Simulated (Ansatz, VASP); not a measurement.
HfBi3O: VASP beside Ansatz

```
Hf Bi O
1.0
     6.62134    0.00000    0.00000
    -3.31067    5.73425    0.00000
     0.00000    0.00000    3.86958
Hf Bi O
1 3 1
Direct
  0.00000 0.00000 0.00000
  0.50000 0.00000 0.00000
  0.00000 0.50000 0.00000
  0.50000 0.50000 0.00000
  0.00000 0.00000 0.50000
```

Alike in both runs: task relaxation of cell and atoms; functional PBE; k mesh 6 × 6 × 10; occupations gaussian, width 0.1 eV; no spin polarisation.

|  | VASP | Ansatz |
| --- | --- | --- |
| version | VASP 6.6.1 | Ansatz 0.2.0 |
| potentials or method | VASP PAW PBE potentials, release 64 (Hf_pv, Bi_d, O), cutoff 600 eV | scalar-relativistic, plane waves, PAW |
| valence electrons in the cell | 61 | 77 |

Ansatz gave:

| Property | Result |
| --- | --- |
| gap on the k mesh at the Fermi level, each at its own relaxed structure (eV) | none |
| relaxed volume (Å³/atom) | 29.37 |
| relaxed length of the cell vector where the two differ most in proportion (Å) | 3.861 |

**Question.** Estimate VASP's values.

**Answer.** gap on the k mesh at the Fermi level, each at its own relaxed structure (eV): none; relaxed volume (Å³/atom): 29.24; relaxed length of the cell vector where the two differ most in proportion (Å): 3.850.

A gap of «none» marks a metal or a gap that the smearing closes. VASP's potentials hold 61 valence electrons a cell and Ansatz's 77, so a difference there can come from the potentials and not from the codes.

Spin-orbit coupling is off throughout.
